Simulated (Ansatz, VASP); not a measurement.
# GaS3: VASP beside Ansatz

```
Ga S
1.0
     5.19556    0.00000    0.00000
    -2.59778    4.49949    0.00000
     0.00000    0.00000    5.46152
Ga S
1 3
Direct
  0.00000 0.00000 0.00000
  0.50000 0.00000 0.00000
  0.00000 0.50000 0.00000
  0.50000 0.50000 0.00000
```

Alike in both runs: task relaxation of cell and atoms; functional PBE; k mesh 12 × 12 × 8; occupations gaussian, width 0.1 eV; no spin polarisation.

|  | VASP | Ansatz |
| --- | --- | --- |
| version | VASP 6.6.1 | Ansatz 0.2.0 |
| potentials or method | VASP PAW PBE potentials, release 64 (Ga_d, S), cutoff 600 eV | scalar-relativistic, plane waves, PAW |
| valence electrons in the cell | 31 | 31 |

```csv
,VASP,Ansatz,Ansatz less VASP
"gap on the k mesh at the Fermi level, each at its own relaxed structure (eV)",none,none,-
relaxed volume (Å³/atom),31.92,31.92,0.000
relaxed length of the cell vector where the two differ most in proportion (Å),5.196,5.196,0.0000
```

A gap of «none» marks a metal or a gap that the smearing closes.

Noted on VASP's run: the relaxation stopped at its first step, so nothing moved.
